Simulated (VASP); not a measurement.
# Ni (Immm) in VASP: single point with PBEsol

Aim: the single point of Ni with PBEsol.

All numbers are computed with VASP 6.6.1; they aren't measurements. Logs are shortened: lines on timing, memory, paths and dates and some standing lists are left out, and cuts for length are marked.

**1. The cell of the first run**

The structure is orthorhombic, space group Immm (No. 71). Conventional cell: a = 2.406 Å, b = 2.594 Å, c = 3.536 Å, α = 90.00°, β = 90.00°, γ = 90.00°. Ni (site symmetry mmm) has 12 Ni at 2.41 to 2.59 Å within 3.2 Å.

**2. Single point, PBEsol, collinear spin, ferromagnetic start (strain -0.0750 x Voigt [0, 0, 0, 1, 0, 0])**

The input, INCAR:

```
ALGO = Normal ; EDIFF = 1E-6
ENCUT = 520 ; GGA = PS
ISIF = 2 ; ISMEAR = 0
ISPIN = 2 ; LASPH = T
LCHARG = F ; LMAXMIX = 4
LORBIT = 11 ; LREAL = F
LWAVE = F ; MAGMOM = 0.81
NBANDS = 15 ; NELM = 150
PREC = Accurate ; SIGMA = 0.15
```

The input, KPOINTS:

```
k-points
0
Gamma
  22 22 22
```

The input, POSCAR:

```
Ni
1.0
    0.0000000000      1.7016518750      1.7016518750
    1.7679500000     -0.0662981250      1.7679500000
    1.7679500000      1.7679500000     -0.0662981250
Ni
1
Direct
    0.0000000000      0.0000000000      0.0000000000
```

Potentials or basis: VASP PAW PBE potentials, release 64 (Ni).

Started as:

```sh
> cat potpaw_PBE.64/Ni/POTCAR > POTCAR
> mpirun -np 1 vasp_std > vasp.out
```

OUTCAR:

```text
EDIFF = 1E-6
   ENCUT = 520
   GGA = PS
   ISIF = 2
   ISMEAR = 0
   ISPIN = 2
   LASPH = T
   LORBIT = 11
   LREAL = F
   NELM = 150
   PREC = Accurate

 ion  position               nearest neighbor table
   1  0.000  0.000  0.000-

  LATTYP: Found a body centered orthorhombic cell.
 ALAT       =     2.4064991601
 B/A-ratio  =     1.0779220779
 C/A-ratio  =     1.4693127921

  Lattice vectors:

 A1 = (  -1.7679500000,   0.0662981250,  -1.7679500000)
 A2 = (  -1.7679500000,  -0.0662981250,   1.7679500000)
 A3 = (   1.7679500000,   1.7679500000,  -0.0662981250)

Analysis of symmetry for initial positions (statically):
=====================================================================
 Subroutine PRICEL returns:
 Original cell was already a primitive cell.

 Routine SETGRP: Setting up the symmetry group for a
 body centered orthorhombic supercell.

 Subroutine GETGRP returns: Found  8 space group operations
 (whereof  8 operations were pure point group operations)
 out of a pool of  8 trial point group operations.

The static configuration has the point symmetry D_2h.

Analysis of symmetry for dynamics (positions and initial velocities):
=====================================================================
 Subroutine PRICEL returns:
 Original cell was already a primitive cell.

 Routine SETGRP: Setting up the symmetry group for a
 body centered orthorhombic supercell.

 Subroutine GETGRP returns: Found  8 space group operations
 (whereof  8 operations were pure point group operations)
 out of a pool of  8 trial point group operations.

The dynamic configuration has the point symmetry D_2h.

Analysis of structural, dynamic, and magnetic symmetry:
=====================================================================
 Subroutine PRICEL returns:
 Original cell was already a primitive cell.

 Routine SETGRP: Setting up the symmetry group for a
 body centered orthorhombic supercell.

 Subroutine GETGRP returns: Found  8 space group operations
 (whereof  8 operations were pure point group operations)
 out of a pool of  8 trial point group operations.

The overall configuration has the point symmetry D_2h.

 Subroutine INISYM returns: Found  8 space group operations
 (whereof  8 operations are pure point group operations),
 and found     1 'primitive' translations

----------------------------------------------------------------------------------------

                                     Primitive cell

  volume of cell :      11.0364

  direct lattice vectors                    reciprocal lattice vectors
     0.000000000  1.701651875  1.701651875    -0.282813428  0.293832133  0.293832133
     1.767950000 -0.066298125  1.767950000     0.282813428 -0.272591256  0.272591256
     1.767950000  1.767950000 -0.066298125     0.282813428  0.272591256 -0.272591256

  length of vectors
     2.406499160  2.501137710  2.501137710     0.502651052  0.478116535  0.478116535

  position of ions in fractional coordinates (direct lattice)
     0.000000000  0.000000000  0.000000000

  ion indices of the primitive-cell ions
   primitive index   ion index
                 1           1

----------------------------------------------------------------------------------------

 KPOINTS: k-points

Automatic generation of k-mesh.
 Grid dimensions read from file:
 generate k-points for:   22   22   22

 Generating k-lattice:

  Cartesian coordinates                     Fractional coordinates (reciprocal lattice)
    -0.012855156  0.013356006  0.013356006     0.045454545  0.000000000  0.000000000
     0.012855156 -0.012390512  0.012390512     0.000000000  0.045454545 -0.000000000
     0.012855156  0.012390512 -0.012390512     0.000000000 -0.000000000  0.045454545

  Length of vectors
     0.022847775  0.021732570  0.021732570

  Shift w.r.t. Gamma in fractional coordinates (k-lattice)
     0.000000000  0.000000000  0.000000000

 Subroutine IBZKPT returns following result:
 ===========================================

 Found   1530 irreducible k-points:

 Following reciprocal coordinates:
            Coordinates               Weight
  0.000000  0.000000  0.000000      1.000000
  0.045455  0.000000  0.000000      4.000000
  0.090909  0.000000  0.000000      4.000000
  0.136364  0.000000  0.000000      4.000000
  0.181818  0.000000  0.000000      4.000000
  0.227273  0.000000  0.000000      4.000000
[... 16 lines left out ...]
  0.454545  0.045455  0.000000      8.000000
  0.500000  0.045455 -0.000000      8.000000
 [... further k-points ...]
   k-points           NKPTS =   1530   k-points in BZ     NKDIM =   1530   number of bands    NBANDS=     15
   number of dos      NEDOS =    301   number of ions     NIONS =      1
   total plane-waves  NPLWV =   7200
   dimension x,y,z NGX =    18 NGY =   20 NGZ =   20
   dimension x,y,z NGXF=    36 NGYF=   40 NGZF=   40
   ions per type =               1
   NGX,Y,Z   is equivalent  to a cutoff of  12.43, 13.29, 13.29 a.u.
   NGXF,Y,Z  is equivalent  to a cutoff of  24.87, 26.59, 26.59 a.u.
 SYSTEM =  unknown system
   PREC   = accura    normal or accurate (medium, high low for compatibility)
   ISTART =      0    job   : 0-new  1-cont  2-samecut
   ICHARG =      2    charge: 1-file 2-atom 10-const
   ISPIN  =      2    spin polarized calculation?
   LNONCOLLINEAR =      F non collinear calculations
   LSORBIT =      F    spin-orbit coupling
   LASPH  =      T    aspherical Exc in radial PAW
   ENCUT  =  520.0 eV  38.22 Ry    6.18 a.u.   4.47  4.65  4.65*2*pi/ulx,y,z
   NELM   =    150;   NELMIN=  2; NELMDL= -5     # of ELM steps
   EDIFF  = 0.1E-05   stopping-criterion for ELM
   LREAL  =      F    real-space projection
   EDIFFG = 0.1E-04   stopping-criterion for IOM
   NSW    =      0    number of steps for IOM
   IBRION =     -1    ionic relax: 0-MD 1-quasi-New 2-CG
   NFREE  =      0    steps in history (QN), initial steepest desc. (CG)
   ISIF   =      2    stress and relaxation
   ISYM   =      2    0-nonsym 1-usesym 2-fastsym
   POTIM  = 0.5000    time-step for ionic-motion
   TEBEG  =    0.0;   TEEND  =   0.0 temperature during run
   PSTRESS=    0.0 pullay stress
   NELECT =      10.0000    total number of electrons
   NUPDOWN=      -1.0000    fix difference up-down
   EMIN   =  10.00;   EMAX   =-10.00  energy-range for DOS
   EFERMI =   0.00;   METHOD = LEGACY
   ISMEAR =     0;   SIGMA  =   0.15  broadening in eV -4-tet -1-fermi 0-gaus
   EFERMI_NEDOS =   21; number of points for ismear=-14 and -15
   IALGO  =     38    algorithm
   IMIX   =      4    mixing-type and parameters
     AMIX     =   0.40;   BMIX     =  1.00
     AMIX_MAG =   1.60;   BMIX_MAG =  1.00
  volume/ion in A,a.u.               =      11.04        74.48
  Fermi-wavevector in a.u.,A,eV,Ry     =   1.584158  2.993625 34.144602  2.509557
  Thomas-Fermi vector in A             =   2.683819
   LORBIT       =     11    0 simple, 1 ext, 2 COOP (PROOUT), +10 PAW based schemes
   GGA     = PS    functional components
   LHFCALC =     F    Hartree Fock is set to
   AEXX    =    0.0000 exact exchange contribution
   IVDW    =     0    specifies the selected vdW correction
   LEPSILON=     F    determine dielectric tensor
   LRPA    =     F    only Hartree local field effects (RPA)
 spin polarized calculation
 Gauss-broadening in eV      SIGMA  =   0.15
  energy-cutoff  :      520.00
  volume of cell :       11.04
 maximum number of plane-waves:       309
 NGX is ok and might be reduce to    18
   NGX =  9   NGY =  9   NGZ =  9

 number of electron      10.0000000 magnetization       0.8100000

 number of electron       9.9999997 magnetization       0.6307337

 Free energy of the ion-electron system (eV)
  ---------------------------------------------------
  ext. energy  EPLUGINS =         0.00000000
  ---------------------------------------------------
  free energy    TOTEN  =        -6.09598110 eV

  energy without entropy =       -6.07557477  energy(sigma->0) =       -6.08577793

 E-fermi :   8.9785     XC(G=0): -13.3471

 val. band max:        8.9782827388   @ k =   0.3636   0.3636   0.0000
 cond. band min:       8.9787617110   @ k =  -0.1364  -0.4091   0.1818
 fundamental gap:      0.0004789722
 Fermi energy:         8.9784672440

 spin component 1

 k-point     1 :       0.0000    0.0000    0.0000
  band No.  band energies     occupation
      1       0.0309      1.00000
      2       6.3690      1.00000
      3       6.5034      1.00000
      4       6.8409      1.00000
      5       7.7621      1.00000
      6       7.8015      1.00000
      7      32.0969      0.00000
      8      34.4868      0.00000
      9      36.8283      0.00000
     10      37.6165      0.00000
     11      38.2127      0.00000
     12      38.7613      0.00000
     13      40.8348      0.00000
     14      42.7431      0.00000
     15      47.8006      0.00000
[... 397 lines left out ...]
 k-point    24 :       0.5000    0.0455   -0.0000
  band No.  band energies     occupation
      1       4.3049      1.00000
      2       6.3505      1.00000
      3       6.8438      1.00000
      4       8.0190      1.00000
      5       8.4517      1.00000
      6       9.4395      0.00001
      7      15.1677      0.00000
      8      29.9000      0.00000
      9      31.4812      0.00000
     10      32.7733      0.00000
     11      35.9595      0.00000
     12      36.7643      0.00000
     13      42.3852      0.00000
     14      52.5646      0.00000
     15      54.6347      0.00000

 [... further k-points ...]

 spin component 2

 k-point     1 :       0.0000    0.0000    0.0000
  band No.  band energies     occupation
      1       0.0178      1.00000
      2       7.0911      1.00000
      3       7.2212      1.00000
      4       7.5776      1.00000
      5       8.3887      1.00000
      6       8.4073      1.00000
      7      31.9960      0.00000
      8      34.4995      0.00000
      9      36.8131      0.00000
     10      37.7502      0.00000
     11      38.2072      0.00000
     12      38.8626      0.00000
     13      40.9368      0.00000
     14      42.6600      0.00000
     15      47.9613      0.00000
[... 397 lines left out ...]
 k-point    24 :       0.5000    0.0455   -0.0000
  band No.  band energies     occupation
      1       4.7437      1.00000
      2       6.9567      1.00000
      3       7.4381      1.00000
      4       8.5006      1.00000
      5       9.2137      0.01329
      6       9.7131      0.00000
      7      15.5560      0.00000
      8      29.8420      0.00000
      9      31.5664      0.00000
     10      32.8422      0.00000
     11      36.0361      0.00000
     12      36.8150      0.00000
     13      42.5401      0.00000
     14      52.7130      0.00000
     15      54.8327      0.00000

 [... further k-points ...]
[... 5 lines left out ...]
  --------------------------------------------------------------------------------------
  -------------------------------------------------------------------------------------
  Total       -0.8549989     -0.7005277     -0.7005277      0.0000000      0.6142899      0.0000000
  in kB     -124.1216006   -101.6967568   -101.6967568      0.0000000     89.1774804      0.0000000
  external PRESSURE =    -109.1717048 kB  Pullay stress =       0.0000000 kB

 VOLUME and BASIS-vectors are now :
 -----------------------------------------------------------------------------
  energy-cutoff  :      520.00
  volume of cell :       11.04
      direct lattice vectors                 reciprocal lattice vectors
     0.000000000  1.701651875  1.701651875    -0.282813428  0.293832133  0.293832133
     1.767950000 -0.066298125  1.767950000     0.282813428 -0.272591256  0.272591256
     1.767950000  1.767950000 -0.066298125     0.282813428  0.272591256 -0.272591256

 POSITION                                       TOTAL-FORCE (eV/Angst)
 -----------------------------------------------------------------------------------
      0.00000      0.00000      0.00000         0.000000     -0.000000      0.000000
 -----------------------------------------------------------------------------------
    total drift:                                0.000000      0.000000      0.000000

  FREE ENERGIE OF THE ION-ELECTRON SYSTEM (eV)
  ---------------------------------------------------
  free  energy   TOTEN  =        -6.0959810976 eV

  energy  without entropy=       -6.0755747654  energy(sigma->0) =       -6.08577793

 total charge

# of ion       s       p       d       tot
------------------------------------------
    1        0.496   0.491   8.307   9.294

 magnetization (x)

# of ion       s       p       d       tot
------------------------------------------
    1       -0.006  -0.023   0.671   0.641
```

Run time: 6.8 min. Hardware: 1 thread of Intel Xeon Platinum 8259CL at 2.50GHz (Skylake/Cascade Lake), shared host; peak memory 0.45 GiB.

What came out:

| Item | Value |
| --- | --- |
| Free energy | -6.0960 eV |
| Pressure | -10.9 GPa |
| Net moment | 0.63 μB per cell |
| Site moments | Ni +0.64 μB |
| Valence electrons inside the program's atomic spheres | Ni 9.29 |

Stress tensor (GPa, compression positive):
```
-12.41   0.00   0.00
  0.00 -10.17   8.92
  0.00   8.92 -10.17
```

Levels at points of the mesh, in eV from the Fermi level:
Spin up:
| k point | band 1 | band 2 | band 3 | band 4 | band 5 | band 6 | band 7 | band 8 | band 9 | band 10 |
| --- | --- | --- | --- | --- | --- | --- | --- | --- | --- | --- |
| (0.00, 0.00, 0.00) | -8.95 | -2.61 | -2.48 | -2.14 | -1.22 | -1.18 | 23.12 | 25.51 | 27.85 | 28.64 |
| (0.50, 0.00, 0.00) | -4.71 | -2.62 | -2.15 | -0.64 | -0.49 | 0.09 | 6.12 | 21.39 | 23.03 | 24.37 |
| (0.00, 0.50, 0.00) | -4.83 | -2.59 | -2.12 | -0.68 | -0.66 | -0.53 | 5.03 | 22.37 | 24.94 | 25.89 |
| (0.50, 0.50, 0.00) | -4.57 | -4.12 | -0.59 | -0.47 | -0.39 | 2.43 | 9.12 | 14.67 | 14.68 | 19.55 |
| (0.00, 0.50, 0.50) | -4.58 | -4.12 | -0.53 | -0.47 | -0.42 | 2.39 | 9.07 | 12.86 | 16.58 | 18.93 |
Spin down:
```csv
k point,band 1,band 2,band 3,band 4,band 5,band 6,band 7,band 8,band 9,band 10
"(0.00, 0.00, 0.00)",-8.96,-1.89,-1.76,-1.40,-0.59,-0.57,23.02,25.52,27.83,28.77
"(0.50, 0.00, 0.00)",-4.27,-2.00,-1.55,0.06,0.12,0.28,6.51,21.29,23.12,24.46
"(0.00, 0.50, 0.00)",-4.43,-1.95,-1.47,-0.70,0.02,0.21,5.48,22.29,25.00,25.98
"(0.50, 0.50, 0.00)",-4.20,-3.52,0.05,0.37,0.42,2.42,9.39,14.70,14.70,19.74
"(0.00, 0.50, 0.50)",-4.21,-3.54,0.12,0.35,0.42,2.37,9.33,12.88,16.61,19.12
```

Caveat: the cell differs from its parent crystal (strain -0.0750 x Voigt [0, 0, 0, 1, 0, 0]); the PAW data sets were made with another functional, which shifts forces and pressure a little.
